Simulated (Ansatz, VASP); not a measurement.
# Two plane-wave programs on BAs

Contents of POSCAR:

```
BAs
1.0
    0.0000000000      2.2962405084      2.4875938840
    2.2962405084      0.0000000000      2.4875938840
    2.2962405084      2.2962405084      0.0000000000
B As
1 1
Direct
    0.0000000000      0.0000000000      0.0000000000
    0.7500000000      0.7500000000      0.7500000000
```

The input INCAR.step1:

```
ALGO = Normal
EDIFF = 1E-4
ENCUT = 520
GGA = PE
ISMEAR = 0
LASPH = True
LCHARG = False
LREAL = False
LWAVE = True
NBANDS = 11
NELM = 60
PREC = Accurate
SIGMA = 0.05
```

Contents of INCAR.step2:

```
ALGO = Normal
EDIFF = 1E-6
ENCUT = 520
ISIF = 2
ISMEAR = 0
ISTART = 1
LASPH = True
LCHARG = False
LMIXTAU = True
LREAL = False
LWAVE = False
METAGGA = R2SCAN
NBANDS = 11
NELM = 60
PREC = Accurate
SIGMA = 0.05
```

The input KPOINTS:

```
k-points
0
Gamma
  10 10 10
```

Input for Ansatz:

```yaml
crystal:
  lattice:
    - [0.0, 2.2962405084, 2.487593884]
    - [2.2962405084, 0.0, 2.487593884]
    - [2.2962405084, 2.2962405084, 0.0]
  atoms:
    - { symbol: B, position: [0.0, 0.0, 0.0] }
    - { symbol: As, position: [0.75, 0.75, 0.75] }
basis:
  ecutwfc: 500
kpoints:
  mp_grid: { grid: [10, 10, 10] }
hamiltonian:
  xc: r2scan
scf:
  occupations: { method: gaussian, width: 0.05 }
output:
  forces: true
  stress: true
  eigenvalues: true
```

Change from the starting cell: strain -0.040 along x and y, +0.040 along z, atoms carried along.

Alike in both runs: task single point; functional r2SCAN; k mesh 10 × 10 × 10; occupations gaussian, width 0.05 eV; no spin polarisation.

|  | VASP | Ansatz |
| --- | --- | --- |
| version | VASP 6.6.1 | Ansatz 0.2.0 |
| potentials or method | VASP PAW PBE potentials, release 64 (B, As), cutoff 520 eV | scalar-relativistic, plane waves, PAW |
| valence electrons in the cell | 8 | 18 |

|  | VASP | Ansatz | Ansatz less VASP |
| --- | --- | --- | --- |
| gap on the k mesh at the Fermi level (eV) | 0.67 | 0.68 | +0.002 |
| least direct gap on the mesh (eV) | 3.04 | 3.03 | -0.004 |
| pressure (GPa) | 6.8 | 6.5 | -0.35 |
| traceless stress, the component that is largest in VASP (GPa) | -13.83 | -13.86 | -0.027 |

VASP's potentials were made for PBE, not for r2SCAN. VASP's potentials hold 8 valence electrons a cell and Ansatz's 18, so a difference there can come from the potentials and not from the codes.
